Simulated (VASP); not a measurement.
Here is a VASP 6.6.1 calculation.

File INCAR:

```
SYSTEM = Ru
ALGO = Normal
EDIFF = 1E-6
ENCUT = 520
GGA = PE
ISIF = 2
ISMEAR = 0
LASPH = .TRUE.
LCHARG = .FALSE.
LREAL = .FALSE.
LWAVE = .FALSE.
NBANDS = 21
NELM = 60
PREC = Accurate
SIGMA = 0.05
```

The input KPOINTS:

```
k-points
0
G
  12 12 7
  0 0 0
```

POSCAR

```
Ru
1.0
    2.7237197275      0.0000000000      0.0000000000
   -1.3618598638      2.3588109423      0.0000000000
    0.0000000000      0.0000000000      4.3102577801
Ru
2
Direct
    0.3333333333      0.6666666667      0.2500000000
    0.6666666667      0.3333333333      0.7500000000
```

Potentials or basis: VASP PAW PBE potentials, release 64 (Ru_pv).

Command:

```sh
$ cat potpaw_PBE.64/Ru_pv/POTCAR > POTCAR
$ mpirun -np 1 vasp_std > vasp.out
```

Question: Estimate the band gap on the k mesh.

Answer: Zero (band 14 reaches 13.85 eV, above the bottom of band 15 at 10.98 eV).

Question: Estimate the pressure.

Answer: -2.0 GPa.
